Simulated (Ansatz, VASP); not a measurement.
## CdS: VASP beside Ansatz

```
Cd S
1.0
     0.00000    2.87708    2.87708
     2.87708    0.00000    2.87708
     2.87708    2.87708    0.00000
Cd S
1 1
Direct
  0.00000 0.00000 0.00000
  0.75000 0.75000 0.75000
```

Change from the starting cell: volume scaled by 0.96.

Alike in both runs: task single point; functional LDA; k mesh 8 × 8 × 8; occupations fermi-dirac, width 0.05 eV; no spin polarisation.

```csv
,VASP,Ansatz
version,VASP 6.6.1,Ansatz 0.2.0
potentials or method,"VASP PAW LDA potentials, release 64 (Cd, S), cutoff 520 eV","all-electron LAPW, scalar-relativistic"
```

Ansatz gave:

```
gap on the k mesh at the Fermi level (eV) : 0.95
least direct gap on the mesh (eV)         : 0.95
pressure (GPa)                            : 0.1
```

Task: What did VASP give for the same quantities?

Result: gap on the k mesh at the Fermi level (eV): 0.98; least direct gap on the mesh (eV): 0.98; pressure (GPa): 0.6.

LDA's correlation is that of Perdew and Zunger in VASP and of Perdew and Wang (1992) in Ansatz. Ansatz ran all-electron here, and VASP with PAW potentials.
